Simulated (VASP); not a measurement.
Set up this calculation in VASP 6.6.1, as the native input.

```yaml
Task: single point
Functional: PBE
Potentials_or_basis: VASP PAW PBE potentials, release 64 (Mg)
Cutoff: 520 eV
k_mesh: 11 × 11 × 6
Occupations: methfessel-paxton, width 0.3 eV
Spin: no spin polarisation
Dipole_correction: no
Further_INCAR_settings: ALGO = Normal; EDIFF = 1e-07; NBANDS = 9
```

The structure of Mg lies in POSCAR:

```
Mg
1.0
    3.1953117277      0.0000000000      0.0000000000
   -1.5976558638      2.7672211292      0.0000000000
    0.0000000000      0.0000000000      5.1879445283
Mg
2
Direct
    0.3333333333      0.6666666667      0.2500000000
    0.6666666667      0.3333333333      0.7500000000
```

The input as run:

INCAR

```
PREC = Accurate
ENCUT = 520
EDIFF = 1E-7
ISMEAR = 1
SIGMA = 0.3
LREAL = F
LASPH = T
NELM = 80
ALGO = Normal
ISIF = 2
LWAVE = F
LCHARG = T
GGA = PE
LELF = T
LVHAR = T
NBANDS = 9
```

KPOINTS

```
Automatic mesh
0
Gamma
  11 11 6
```

Potentials or basis: VASP PAW PBE potentials, release 64 (Mg).

Command:

```console
$ cat potpaw_PBE.64/Mg/POTCAR > POTCAR
$ mpirun -np 1 vasp_std > vasp.out
```

It gave:

| Property | Result |
| --- | --- |
| Pressure | -0.2 GPa |
| Band gap on the k mesh | zero (bands 2 and 3 overlap by 2.11 eV) |

Caveat: so wide a smearing shifts energies and pressures.

It took 27 s on 1 thread of AMD EPYC 7R13, on a shared host, peak memory 0.14 GiB.
